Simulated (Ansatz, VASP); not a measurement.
## Two plane-wave programs on Al6W

```
CELL_PARAMETERS angstrom
5.38024 0.00000 0.00000
0.00000 5.38024 0.00000
0.00000 0.00000 4.08297
ATOMIC_POSITIONS crystal
Al 0.75287 0.75287 0.16422
Al 0.24713 0.24713 0.16422
Al 0.24713 0.75287 0.16422
Al 0.75287 0.24713 0.16422
Al 0.50000 0.00000 0.68321
Al 0.00000 0.50000 0.68321
W 0.50000 0.50000 0.60623
```

Alike in both runs: task single point; functional PBE; k mesh 4 × 4 × 4; occupations gaussian, width 0.1 eV; no spin polarisation.

```csv
,VASP,Ansatz
version,VASP 6.6.1,Ansatz 0.2.0
potentials or method,"VASP PAW PBE potentials, release 64 (Al, W_sv), cutoff 500 eV","scalar-relativistic, plane waves, PAW"
valence electrons in the cell,32,32
```

|  | VASP | Ansatz | Ansatz less VASP |
| --- | --- | --- | --- |
| gap on the k mesh at the Fermi level (eV) | none | none | - |
| pressure (GPa) | 3.9 | 3.9 | +0.03 |
| traceless stress, the component that is largest in VASP (GPa) | -5.73 | -5.72 | +0.008 |
| rms of the force components (eV/Å) | 0.531 | 0.531 | +0.0007 |

Atom by atom the forces differ by 0.001 eV/Å (rms over components). A gap of «none» marks a metal or a gap that the smearing closes.

The k mesh is coarse, so the values compare programs but aren't converged. Spin-orbit coupling is off throughout.
